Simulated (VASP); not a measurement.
Here is a VASP 6.6.1 calculation.

File INCAR:

```
  PREC = Accurate
  ENCUT = 520
  EDIFF = 1E-6
  ISMEAR = 0
  SIGMA = 0.05
  LREAL = Auto
  LASPH = T
  NELM = 100
  ALGO = Normal
  ISIF = 2
  LWAVE = F
  LCHARG = F
  IBRION = 2
  NSW = 80
  EDIFFG = -0.03
```

The input KPOINTS:

```
Automatic mesh
0
Gamma
  2 2 2
```

The input POSCAR:

```
TiSi16
1.0
    0.0000000000      5.4300000000      5.4300000000
    5.4300000000      0.0000000000      5.4300000000
    5.4300000000      5.4300000000      0.0000000000
Si Ti
16 1
Direct
    0.0000000000      0.0000000000      0.0000000000
    0.1250000000      0.1250000000      0.1250000000
    0.0000000000      0.0000000000      0.5000000000
    0.1250000000      0.1250000000      0.6250000000
    0.0000000000      0.5000000000      0.0000000000
    0.1250000000      0.6250000000      0.1250000000
    0.0000000000      0.5000000000      0.5000000000
    0.1250000000      0.6250000000      0.6250000000
    0.5000000000      0.0000000000      0.0000000000
    0.6250000000      0.1250000000      0.1250000000
    0.5000000000      0.0000000000      0.5000000000
    0.6250000000      0.1250000000      0.6250000000
    0.5000000000      0.5000000000      0.0000000000
    0.6250000000      0.6250000000      0.1250000000
    0.5000000000      0.5000000000      0.5000000000
    0.6250000000      0.6250000000      0.6250000000
    0.2503950000      0.7558197000      0.7465073000
```

Potentials or basis: VASP PAW LDA potentials, release 64 (Si, Ti_sv).

Run with:

```sh
$ cat potpaw_LDA.64/Si/POTCAR potpaw_LDA.64/Ti_sv/POTCAR > POTCAR
$ mpirun -np 1 vasp_std > vasp.out
```

Task: Predict the energy gained by relaxing.

Result: 18.7 meV/atom.

Task: What does it give for the band gap on the k mesh?

Result: Zero (bands 38 and 39 overlap by 0.40 eV).

Forces in eV/Å, atoms in the order of the input:
```
Si   0.010 -0.007  0.008
Si  -0.003  0.003 -0.001
Si   0.006 -0.009  0.008
Si   0.001 -0.002  0.005
Si   0.000 -0.001 -0.014
Si  -0.002 -0.005  0.008
Si  -0.004  0.007 -0.011
Si   0.004  0.002  0.008
Si   0.000  0.000  0.001
Si  -0.001  0.002 -0.004
Si   0.004 -0.004  0.007
Si  -0.002  0.001 -0.003
Si  -0.003  0.012  0.004
Si   0.002 -0.002  0.000
Si  -0.012  0.003  0.004
Si   0.006 -0.007 -0.001
Ti  -0.006  0.008 -0.019
```

Caveat: the k points lie up to 0.50 Å⁻¹ apart.
